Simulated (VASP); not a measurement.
Here is a VASP 6.6.1 calculation.

File INCAR:

```
  ALGO = Normal
  EDIFF = 1E-6
  ENCUT = 520
  GGA = CA
  ISIF = 2
  ISMEAR = -1
  LASPH = True
  LCHARG = True
  LELF = True
  LREAL = False
  LVHAR = True
  LWAVE = False
  NBANDS = 12
  NELM = 100
  PREC = Accurate
  SIGMA = 0.1
```

File KPOINTS:

```
k-points
0
Gamma
  21 21 6
```

File POSCAR:

```
Be
1.0
    2.2184031960      0.0000000000      0.0000000000
   -1.1092015980      1.9211935236      0.0000000000
    0.0000000000      0.0000000000      7.0751611054
Be
4
Direct
    1.0000000000      0.0000000000      0.0000000000
    1.0000000000      0.0000000000      0.5000000000
    0.3333333333      0.6666666667      0.2500000000
    0.6666666667      0.3333333333      0.7500000000
```

Potentials or basis: VASP PAW LDA potentials, release 64 (Be).

Run with:

```console
$ cat potpaw_LDA.64/Be/POTCAR > POTCAR
$ mpirun -np 1 vasp_std > vasp.out
```

Task: Predict the band gap on the k mesh.

Result: Zero (bands 4 and 5 overlap by 1.66 eV).

Task: Predict the pressure.

Result: 0.4 GPa.

Stress tensor (GPa, compression positive):
```
0.26 0.00 0.00
0.00 0.26 0.00
0.00 0.00 0.81
```
